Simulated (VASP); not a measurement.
## MgS: single point with PBEsol

MgS:

```
Mg S
1.0
     3.87324    0.00000    0.00000
    -1.93662    3.35432    0.00000
     0.00000    0.00000    6.68959
Mg S
2 2
Direct
  0.66667 0.33333 0.49575
  0.33333 0.66667 0.99575
  0.33333 0.66667 0.37924
  0.66667 0.33333 0.87924
```

This cell differs from its parent crystal: strain -0.040 along x and y, +0.040 along z.

| Quantity | Value |
| --- | --- |
| Program | VASP 6.6.1 |
| Task | single point |
| Functional | PBEsol |
| Potentials or basis | VASP PAW PBE potentials, release 64 (Mg, S) |
| Cutoff | 520 eV |
| k mesh | 6 × 6 × 4 |
| Occupations | gaussian, width 0.05 eV |
| Spin | no spin polarisation |
| Dipole correction | no |
| Further INCAR settings | ALGO = Normal; EDIFF = 1e-06; NBANDS = 16 |

| Item | Value |
| --- | --- |
| Pressure | 3.0 GPa |
| Largest force | 0.604 eV/Å |
| Band gap on the k mesh | 3.49 eV, direct |

Forces in eV/Å, atoms in the order of the input:
```
Mg   0.000  0.000  0.604
Mg   0.000  0.000  0.604
S    0.000  0.000 -0.604
S    0.000  0.000 -0.604
```

Stress tensor (GPa, compression positive):
```
 5.87  0.00  0.00
 0.00  5.87  0.00
 0.00  0.00 -2.68
```

Levels at points of the mesh, in eV from the valence-band top:
| k point | band 5 | band 6 | band 7 | band 8 | band 9 | band 10 | band 11 | band 12 |
| --- | --- | --- | --- | --- | --- | --- | --- | --- |
| (0.00, 0.00, 0.00) | -0.31 | -0.10 | 0.00 | 0.00 | 3.49 | 5.21 | 7.63 | 7.89 |
| (0.50, 0.00, 0.00) | -1.83 | -1.05 | -0.88 | -0.44 | 4.91 | 4.92 | 5.81 | 7.82 |
| (0.00, 0.00, 0.50) | -0.16 | -0.16 | -0.16 | -0.16 | 5.24 | 5.24 | 7.39 | 7.39 |
| (0.50, 0.00, 0.50) | -0.88 | -0.88 | -0.77 | -0.77 | 4.49 | 4.49 | 6.21 | 6.21 |

Wall time 57 s on 1 thread of AMD EPYC 7R13, with other jobs on the host, peak memory 0.17 GiB.

Caveat: the cell differs from its parent crystal (strain -0.040 along x and y, +0.040 along z); the PAW data sets were made with another functional, which shifts forces and pressure a little.
